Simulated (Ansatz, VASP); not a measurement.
## RbH2 in VASP and in Ansatz

```
Rb H
1.0
     4.64662   -4.50434    0.00000
     4.64662    4.50434    0.00000
     0.00000    0.00000    5.17033
Rb H
2 4
Direct
  0.00000 0.50000 0.50000
  0.50000 0.00000 0.00000
  0.95851 0.95851 0.25000
  0.04149 0.04149 0.25000
  0.04149 0.04149 0.75000
  0.95851 0.95851 0.75000
```

Alike in both runs: functional PBE; k mesh 6 × 6 × 8; occupations gaussian, width 0.1 eV; no spin polarisation.

Ansatz relaxed the structure, and its values are those at the end. VASP's run is a single point on that final structure, the one shown.

```csv
,VASP,Ansatz
version,VASP 6.6.1,Ansatz 0.2.0
potentials or method,"VASP PAW PBE potentials, release 64 (Rb_sv, H), cutoff 520 eV","scalar-relativistic, plane waves, PAW"
valence electrons in the cell,22,22
```

```csv
,VASP,Ansatz,Ansatz less VASP
gap on the k mesh at the Fermi level (eV),none,none,-
pressure (GPa),0.0,0.0,+0.04
```

A gap of «none» marks a metal or a gap that the smearing closes. With one functional, cell and mesh, what is left measures potentials, basis and numerics.
